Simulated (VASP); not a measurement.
# Hf (Im-3m) in VASP: further runs, part 2 of 2

VASP 6.6.1. The steps go on from the part before.

**5. Single point, r2SCANh**

This run uses another cell than the first one, of 22.58 Å³/atom, 0.960 times its volume.

Contents of POSCAR:

```
Hf
1.0
   -1.7806051177      1.7806051177      1.7806051177
    1.7806051177     -1.7806051177      1.7806051177
    1.7806051177      1.7806051177     -1.7806051177
Hf
1
Direct
    0.0000000000      0.0000000000      0.0000000000
```

Contents of INCAR.step1:

```
PREC     = Accurate       # precision mode
ENCUT    = 520            # plane-wave cutoff, eV
EDIFF    = 1E-5           # SCF threshold, eV
ISMEAR   = -1             # smearing method
SIGMA    = 0.05           # smearing width, eV
LREAL    = F              # projectors in reciprocal space
LASPH    = T              # aspherical terms in the spheres
NELM     = 100            # most SCF steps
ALGO     = Normal         # electronic algorithm
ISIF     = 2              # what is computed and relaxed
LWAVE    = T              # write WAVECAR
LCHARG   = F              # write CHGCAR
NBANDS   = 11             # bands
GGA      = PE             # functional
```

Contents of INCAR.step2:

```
PREC     = Accurate       # precision mode
ENCUT    = 520            # plane-wave cutoff, eV
EDIFF    = 1E-6           # SCF threshold, eV
ISMEAR   = -1             # smearing method
SIGMA    = 0.05           # smearing width, eV
LREAL    = F              # projectors in reciprocal space
LASPH    = T              # aspherical terms in the spheres
NELM     = 100            # most SCF steps
ALGO     = Normal         # electronic algorithm
ISIF     = 2              # what is computed and relaxed
LWAVE    = F              # write WAVECAR
LCHARG   = F              # write CHGCAR
METAGGA  = R2SCAN         # meta-GGA
LHFCALC  = T              # exact exchange
AEXX     = 0.1            # exact-exchange fraction
LMIXTAU  = T            
PRECFOCK = Normal       
NBANDS   = 11             # bands
ISTART   = 1
```

Contents of KPOINTS:

```
Automatic mesh
0
Gamma
  5 5 5
```

Potentials or basis: VASP PAW PBE potentials, release 64 (Hf_pv).

Command:

```
$ cat potpaw_PBE.64/Hf_pv/POTCAR > POTCAR
$ cp INCAR.step1 INCAR
$ mpirun -np 1 vasp_std > vasp.out
$ cp INCAR.step2 INCAR
$ mpirun -np 1 vasp_std > vasp.out
```

OUTCAR:

```text
PREC = Accurate
   ENCUT = 520
   EDIFF = 1E-6
   ISMEAR = -1
   LREAL = F
   LASPH = T
   NELM = 100
   ISIF = 2
   METAGGA = R2SCAN
   LHFCALC = T
   AEXX = 0.1
   PRECFOCK = Normal
   ISTART = 1

 ion  position               nearest neighbor table
   1  0.000  0.000  0.000-

  LATTYP: Found a body centered cubic cell.
 ALAT       =     3.5612102354

  Lattice vectors:

 A1 = (  -1.7806051177,   1.7806051177,   1.7806051177)
 A2 = (   1.7806051177,  -1.7806051177,   1.7806051177)
 A3 = (   1.7806051177,   1.7806051177,  -1.7806051177)

Analysis of symmetry for initial positions (statically):
=====================================================================
 Subroutine PRICEL returns:
 Original cell was already a primitive cell.

 Routine SETGRP: Setting up the symmetry group for a
 body centered cubic supercell.

 Subroutine GETGRP returns: Found 48 space group operations
[... 9 lines left out ...]

 Routine SETGRP: Setting up the symmetry group for a
 body centered cubic supercell.
[... 146 lines left out ...]
 cond. band min:       4.2939166009   @ k =   0.4000   0.2000   0.0000
 fundamental gap:      0.1903933109
 Fermi energy:         4.2883297752

 k-point     1 :       0.0000    0.0000    0.0000
  band No.  band energies     occupation
      1     -27.5519      2.00000
      2     -27.5519      2.00000
      3     -27.5519      2.00000
      4      -3.5116      2.00000
      5       6.5190      0.00000
      6       6.5190      0.00000
      7       6.5190      0.00000
      8       9.3611      0.00000
      9       9.3611      0.00000
     10      17.3498      0.00000
     11      18.6868      0.00000
[... 113 lines left out ...]
 k-point    10 :      -0.4000    0.4000    0.4000
  band No.  band energies     occupation
      1     -28.1358      2.00000
      2     -28.0760      2.00000
      3     -28.0760      2.00000
      4       1.7625      2.00000
      5       1.8532      2.00000
      6       9.0853      0.00000
      7       9.0853      0.00000
      8      10.3911      0.00000
      9      11.1426      0.00000
     10      15.8151      0.00000
     11      15.8151      0.00000

------------------------ aborting loop because EDIFF is reached ----------------------------------------

  FORCE on cell =-STRESS in cart. coord.  units (eV):
  Direction    XX          YY          ZZ          XY          YZ          ZX
  --------------------------------------------------------------------------------------
  -------------------------------------------------------------------------------------
  Total       -0.6170054     -0.6170054     -0.6170054      0.0000000      0.0000000      0.0000000
  in kB      -43.7760628    -43.7760628    -43.7760628      0.0000000      0.0000000      0.0000000
  external PRESSURE =     -43.7760628 kB  Pullay stress =       0.0000000 kB

 VOLUME and BASIS-vectors are now :
 -----------------------------------------------------------------------------
  energy-cutoff  :      520.00
  volume of cell :       22.58
      direct lattice vectors                 reciprocal lattice vectors
    -1.780605118  1.780605118  1.780605118     0.000000000  0.280803416  0.280803416
     1.780605118 -1.780605118  1.780605118     0.280803416  0.000000000  0.280803416
     1.780605118  1.780605118 -1.780605118     0.280803416  0.280803416  0.000000000

 POSITION                                       TOTAL-FORCE (eV/Angst)
 -----------------------------------------------------------------------------------
      0.00000      0.00000      0.00000         0.000000      0.000000      0.000000
 -----------------------------------------------------------------------------------
    total drift:                               -0.000000      0.000000     -0.000000

  FREE ENERGIE OF THE ION-ELECTRON SYSTEM (eV)
  ---------------------------------------------------
  free  energy   TOTEN  =       -42.5293846968 eV

  energy  without entropy=      -42.5147527970  energy(sigma->0) =      -42.52206875
```

OUTCAR.step1:

```text
PREC = Accurate
   ENCUT = 520
   EDIFF = 1E-5
   ISMEAR = -1
   LREAL = F
[... 338 lines left out ...]

 POSITION                                       TOTAL-FORCE (eV/Angst)
 -----------------------------------------------------------------------------------
      0.00000      0.00000      0.00000         0.000000     -0.000000     -0.000000
 -----------------------------------------------------------------------------------
    total drift:                                0.000000      0.000000      0.000000

  FREE ENERGIE OF THE ION-ELECTRON SYSTEM (eV)
  ---------------------------------------------------
  free  energy   TOTEN  =        -9.7715245392 eV

  energy  without entropy=       -9.7503477592  energy(sigma->0) =       -9.76093615
```

Wall time 3.7 min (1 thread of Intel Xeon Platinum 8259CL at 2.50GHz (Skylake/Cascade Lake), shared host); peak memory 0.15 GiB.

Results:

- Free energy: -42.5294 eV
- Pressure: -4.4 GPa
- Band gap on the k mesh: zero (band 5 reaches 6.52 eV, above the bottom of band 6 at 3.41 eV)

Caveat: the k points lie up to 0.50 Å⁻¹ apart; the PAW data sets were made with another functional, which shifts forces and pressure a little; spin-orbit coupling is left out, which moves the levels of the heavy elements.

**6. Single point, r2SCANh**

This run uses another cell than the first one, of 23.05 Å³/atom, 0.980 times its volume.

Contents of POSCAR:

```
Hf
1.0
   -1.7928855410      1.7928855410      1.7928855410
    1.7928855410     -1.7928855410      1.7928855410
    1.7928855410      1.7928855410     -1.7928855410
Hf
1
Direct
    0.0000000000      0.0000000000      0.0000000000
```

Contents of INCAR.step1:

```
ALGO     = Normal         # electronic algorithm
EDIFF    = 1E-5           # SCF threshold, eV
ENCUT    = 520            # plane-wave cutoff, eV
GGA      = PE             # functional
ISIF     = 2              # what is computed and relaxed
ISMEAR   = -1             # smearing method
LASPH    = T              # aspherical terms in the spheres
LCHARG   = F              # write CHGCAR
LREAL    = F              # projectors in reciprocal space
LWAVE    = T              # write WAVECAR
NBANDS   = 11             # bands
NELM     = 60             # most SCF steps
PREC     = Accurate       # precision mode
SIGMA    = 0.05           # smearing width, eV
```

Contents of INCAR.step2:

```
AEXX     = 0.1            # exact-exchange fraction
ALGO     = Normal         # electronic algorithm
EDIFF    = 1E-6           # SCF threshold, eV
ENCUT    = 520            # plane-wave cutoff, eV
ISIF     = 2              # what is computed and relaxed
ISMEAR   = -1             # smearing method
ISTART   = 1            
LASPH    = T              # aspherical terms in the spheres
LCHARG   = F              # write CHGCAR
LHFCALC  = T              # exact exchange
LMIXTAU  = T            
LREAL    = F              # projectors in reciprocal space
LWAVE    = F              # write WAVECAR
METAGGA  = R2SCAN         # meta-GGA
NBANDS   = 11             # bands
NELM     = 60             # most SCF steps
PREC     = Accurate       # precision mode
PRECFOCK = Normal       
SIGMA    = 0.05           # smearing width, eV
```

Contents of KPOINTS:

```
k-points
0
Gamma
  5 5 5
```

Potentials or basis: VASP PAW PBE potentials, release 64 (Hf_pv).

Command:

```
$ cat potpaw_PBE.64/Hf_pv/POTCAR > POTCAR
$ cp INCAR.step1 INCAR
$ mpirun -np 1 vasp_std > vasp.out
$ cp INCAR.step2 INCAR
$ mpirun -np 1 vasp_std > vasp.out
```

OUTCAR:

```text
AEXX = 0.1
   EDIFF = 1E-6
   ENCUT = 520
   ISIF = 2
   ISMEAR = -1
   ISTART = 1
   LASPH = T
   LHFCALC = T
   LREAL = F
   METAGGA = R2SCAN
   NELM = 60
   PREC = Accurate
   PRECFOCK = Normal

 ion  position               nearest neighbor table
   1  0.000  0.000  0.000-

  LATTYP: Found a body centered cubic cell.
 ALAT       =     3.5857710820

  Lattice vectors:

 A1 = (  -1.7928855410,   1.7928855410,   1.7928855410)
 A2 = (   1.7928855410,  -1.7928855410,   1.7928855410)
 A3 = (   1.7928855410,   1.7928855410,  -1.7928855410)

Analysis of symmetry for initial positions (statically):
=====================================================================
 Subroutine PRICEL returns:
 Original cell was already a primitive cell.

 Routine SETGRP: Setting up the symmetry group for a
 body centered cubic supercell.

 Subroutine GETGRP returns: Found 48 space group operations
[... 9 lines left out ...]

 Routine SETGRP: Setting up the symmetry group for a
 body centered cubic supercell.

 Subroutine GETGRP returns: Found 48 space group operations
[... 11 lines left out ...]
                                     Primitive cell

  volume of cell :      23.0525

  direct lattice vectors                    reciprocal lattice vectors
    -1.792885541  1.792885541  1.792885541     0.000000000  0.278880045  0.278880045
     1.792885541 -1.792885541  1.792885541     0.278880045  0.000000000  0.278880045
     1.792885541  1.792885541 -1.792885541     0.278880045  0.278880045  0.000000000

  length of vectors
     3.105368849  3.105368849  3.105368849     0.394395942  0.394395942  0.394395942

  position of ions in fractional coordinates (direct lattice)
     0.000000000  0.000000000  0.000000000

  ion indices of the primitive-cell ions
   primitive index   ion index
                 1           1

----------------------------------------------------------------------------------------

[... 83 lines left out ...]
   NKREDX  =     1    reduce k-point grid by
   NKREDY  =     1    reduce k-point grid by
   NKREDZ  =     1    reduce k-point grid by
   AEXX    =    0.1000 exact exchange contribution
   HFSCREEN=    0.0000 screening length (either q_TF or 0.3 A-1)
   HFSCREENC=   0.0000 screening length for correlation (either q_TF or 0.3 A-1)
   ENCUTFOCK=  -1.0 apply spherical cutoff to Coloumb kernel
   IVDW    =     0    specifies the selected vdW correction
   LEPSILON=     F    determine dielectric tensor
   LRPA    =     F    only Hartree local field effects (RPA)
 non-spin polarized calculation
  energy-cutoff  :      520.00
  volume of cell :       23.05
 maximum number of plane-waves:       638
  NGX = 18; NGY = 18; NGZ = 18

 number of electron      10.0000003 magnetization

 Free energy of the ion-electron system (eV)
  ---------------------------------------------------
  ext. energy  EPLUGINS =         0.00000000
  ---------------------------------------------------
  free energy    TOTEN  =       -42.52274536 eV

  energy without entropy =      -42.51710532  energy(sigma->0) =      -42.51992534

 E-fermi :   4.1000     XC(G=0): -10.9317

 val. band max:        3.9519135285   @ k =   0.4000   0.2000  -0.0000
 cond. band min:       4.2803835179   @ k =   0.4000   0.0000   0.0000
 fundamental gap:      0.3284699894
 Fermi energy:         4.1000426118

 k-point     1 :       0.0000    0.0000    0.0000
  band No.  band energies     occupation
      1     -27.8952      2.00000
      2     -27.8952      2.00000
      3     -27.8952      2.00000
      4      -3.5851      2.00000
      5       6.3476      0.00000
      6       6.3476      0.00000
      7       6.3476      0.00000
      8       9.0655      0.00000
      9       9.0655      0.00000
     10      17.0290      0.00000
     11      18.4433      0.00000
[... 113 lines left out ...]
 k-point    10 :      -0.4000    0.4000    0.4000
  band No.  band energies     occupation
      1     -28.4310      2.00000
      2     -28.3762      2.00000
      3     -28.3762      2.00000
      4       1.6518      2.00000
      5       1.7606      2.00000
      6       8.8247      0.00000
      7       8.8247      0.00000
      8      10.0762      0.00000
      9      10.8184      0.00000
     10      15.3817      0.00000
     11      15.3817      0.00000

------------------------ aborting loop because EDIFF is reached ----------------------------------------

  FORCE on cell =-STRESS in cart. coord.  units (eV):
  Direction    XX          YY          ZZ          XY          YZ          ZX
  --------------------------------------------------------------------------------------
  -------------------------------------------------------------------------------------
  Total       -0.3843619     -0.3843619     -0.3843619      0.0000000      0.0000000      0.0000000
  in kB      -26.7136503    -26.7136503    -26.7136503      0.0000000      0.0000000      0.0000000
  external PRESSURE =     -26.7136503 kB  Pullay stress =       0.0000000 kB

 VOLUME and BASIS-vectors are now :
 -----------------------------------------------------------------------------
  energy-cutoff  :      520.00
  volume of cell :       23.05
      direct lattice vectors                 reciprocal lattice vectors
    -1.792885541  1.792885541  1.792885541     0.000000000  0.278880045  0.278880045
     1.792885541 -1.792885541  1.792885541     0.278880045  0.000000000  0.278880045
     1.792885541  1.792885541 -1.792885541     0.278880045  0.278880045  0.000000000

 POSITION                                       TOTAL-FORCE (eV/Angst)
 -----------------------------------------------------------------------------------
      0.00000      0.00000      0.00000         0.000000      0.000000     -0.000000
 -----------------------------------------------------------------------------------
    total drift:                                0.000000      0.000000      0.000000

  FREE ENERGIE OF THE ION-ELECTRON SYSTEM (eV)
  ---------------------------------------------------
  free  energy   TOTEN  =       -42.5227453554 eV

  energy  without entropy=      -42.5171053205  energy(sigma->0) =      -42.51992534
```

OUTCAR.step1:

```text
EDIFF = 1E-5
   ENCUT = 520
   GGA = PE
   ISIF = 2
   ISMEAR = -1
   LASPH = T
[... 337 lines left out ...]

 POSITION                                       TOTAL-FORCE (eV/Angst)
 -----------------------------------------------------------------------------------
      0.00000      0.00000      0.00000         0.000000      0.000000      0.000000
 -----------------------------------------------------------------------------------
    total drift:                               -0.000000      0.000000      0.000000

  FREE ENERGIE OF THE ION-ELECTRON SYSTEM (eV)
  ---------------------------------------------------
  free  energy   TOTEN  =        -9.7591764628 eV

  energy  without entropy=       -9.7381987099  energy(sigma->0) =       -9.74868759
```

Wall time 6.2 min (1 thread of Intel Xeon Platinum 8259CL at 2.50GHz (Skylake/Cascade Lake), shared host); peak memory 0.16 GiB.

Results:

| Item | Value |
| --- | --- |
| Free energy | -42.5227 eV |
| Pressure | -2.7 GPa |
| Band gap on the k mesh | zero (band 5 reaches 6.35 eV, above the bottom of band 6 at 3.28 eV) |

Caveat: the k points lie up to 0.50 Å⁻¹ apart; the PAW data sets were made with another functional, which shifts forces and pressure a little; spin-orbit coupling is left out, which moves the levels of the heavy elements.

**7. Summary**

| level | spin | cell | k mesh | screening parameter | gap on the mesh (eV) | pressure (GPa) |
| --- | --- | --- | --- | --- | --- | --- |
| HF | off | a = 3.126 Å, angles 109.5°, 1 atom | 5 × 5 × 5 | - | none | 2.7 |
| HSE06 | non-collinear, zero start, SOC | a = 3.126 Å, angles 109.5°, 1 atom | 4 × 4 × 4 | 0.2079 1/Å | - | -7.6 |
| r2SCANh | off | a = 3.063 Å, angles 109.5°, 1 atom | 5 × 5 × 5 | - | none | -2.1 |
| r2SCANh | off | a = 3.084 Å, angles 109.5°, 1 atom | 5 × 5 × 5 | - | none | -4.4 |
| r2SCANh | off | a = 3.105 Å, angles 109.5°, 1 atom | 5 × 5 × 5 | - | none | -2.7 |

Alike in all rows: task single point; potentials or basis VASP PAW PBE potentials, release 64 (Hf_pv); cutoff (eV) 520; smearing fermi-dirac 0.05 eV.

Caveats: all runs use coarse meshes; the PAW data sets were made with another functional, which shifts forces and pressure a little; spin-orbit coupling is left out, which moves the levels of the heavy elements (some runs).

Absolute energies hang on the potentials; compare differences alone.
